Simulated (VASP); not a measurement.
Wanted: the native input for a VASP 6.6.1 run.

```yaml
Task: relaxation of shape and atoms at fixed volume
Functional: PBE
Potentials_or_basis: VASP PAW PBE potentials, release 64 (Sb)
Cutoff: 600 eV
k_mesh: 4 × 8 × 8
Occupations: gaussian, width 0.1 eV
Spin: no spin polarisation
Dipole_correction: no
Further_INCAR_settings: ALGO = Normal; EDIFF = 1e-07; IBRION = 2; EDIFFG = -0.01; NSW = 50; ISIF = 4
```

The structure of Sb lies in POSCAR:

```
Sb
1.0
   13.3350940310      0.0000000000      0.0000000000
    0.0000000000      4.4485319126      0.0000000000
    0.0000000000      0.0000000000      4.7680904462
Sb
8
Direct
    0.8621311869      0.0000000000      0.1030992279
    0.1097804016      0.5000000000      0.4812638068
    0.3621311869      0.0000000000      0.8969007721
    0.6097804016      0.5000000000      0.5187361932
    0.8902195984      0.5000000000      0.5187361932
    0.1378688131      0.0000000000      0.8969007721
    0.3902195984      0.5000000000      0.4812638068
    0.6378688131      0.0000000000      0.1030992279
```

The input as run:

INCAR

```
SYSTEM = Sb
ALGO = Normal
EDIFF = 1E-7
EDIFFG = -0.01
ENCUT = 600
GGA = PE
IBRION = 2
ISIF = 4
ISMEAR = 0
LASPH = .TRUE.
LCHARG = .FALSE.
LREAL = .FALSE.
LWAVE = .FALSE.
NELM = 100
NSW = 50
PREC = Accurate
SIGMA = 0.1
```

KPOINTS

```
k-points
0
G
  4 8 8
  0 0 0
```

Potentials or basis: VASP PAW PBE potentials, release 64 (Sb).

Command:

```console
$ cat potpaw_PBE.64/Sb/POTCAR > POTCAR
$ mpirun -np 1 vasp_std > vasp.out
```

Results of the run:

```
Energy gained by relaxing    : 3.2 meV/atom
Ionic steps                  : 23
Pressure after relaxing      : -1.5 GPa
Largest force after relaxing : 0.010 eV/Å
Band gap on the k mesh       : zero (bands 20 and 21 overlap by 0.24 eV)
```

Caveat: spin-orbit coupling is left out, which moves the levels of the heavy elements.

It took 3.1 h on 1 thread of Intel Xeon 8259CL, on a shared host, peak memory 0.75 GiB.
